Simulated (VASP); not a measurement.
Here is a VASP 6.6.1 calculation.

The input INCAR:

```
ALGO = Normal ; DIPOL = 0.5 0.5 0.500
EDIFF = 1E-7 ; ENCUT = 520
GGA = PE ; IDIPOL = 3
ISIF = 2 ; ISMEAR = 0
LASPH = True ; LCHARG = False
LDIPOL = True ; LREAL = False
LWAVE = False ; NBANDS = 88
NELM = 100 ; PREC = Accurate
SIGMA = 0.1
```

Contents of KPOINTS:

```
k-points
0
Gamma
  13 8 1
```

POSCAR

```
Mo
1.0
    2.7370225068      0.0000000000      0.0000000000
    0.0000000000      4.4695390375      0.0000000000
    0.0000000000      0.0000000000     27.9024478323
Mo
11
Direct
    0.3333333333      0.5000000000      0.2687936214
    0.6666666667      0.0000000000      0.3150348972
    0.0000000000      0.5000000000      0.3612761729
    0.3333333333      0.0000000000      0.4075174486
    0.6666666667      0.5000000000      0.4537587243
    0.0000000000      0.0000000000      0.5000000000
    0.3333333333      0.5000000000      0.5462412757
    0.6666666667      0.0000000000      0.5924825514
    0.0000000000      0.5000000000      0.6387238271
    0.3333333333      0.0000000000      0.6849651028
    0.6666666667      0.5000000000      0.7312063786
```

Potentials or basis: VASP PAW PBE potentials, release 64 (Mo_sv).

Run with:

```sh
$ cat potpaw_PBE.64/Mo_sv/POTCAR > POTCAR
$ mpirun -np 1 vasp_std > vasp.out
```

Predict the band gap on the k mesh.

zero (bands 77 and 78 overlap by 1.49 eV).

Estimate the largest force.

1.676 eV/Å.

Forces on the atoms (eV/Å):
```
Mo  -0.067  0.000  1.675
Mo  -0.204  0.000 -0.868
Mo   0.328  0.000 -0.720
Mo  -0.020  0.000 -0.237
Mo   0.004  0.000  0.145
Mo   0.000  0.000  0.000
Mo  -0.004  0.000 -0.145
Mo   0.020  0.000  0.237
Mo  -0.328  0.000  0.720
Mo   0.204  0.000  0.868
Mo   0.067  0.000 -1.675
```
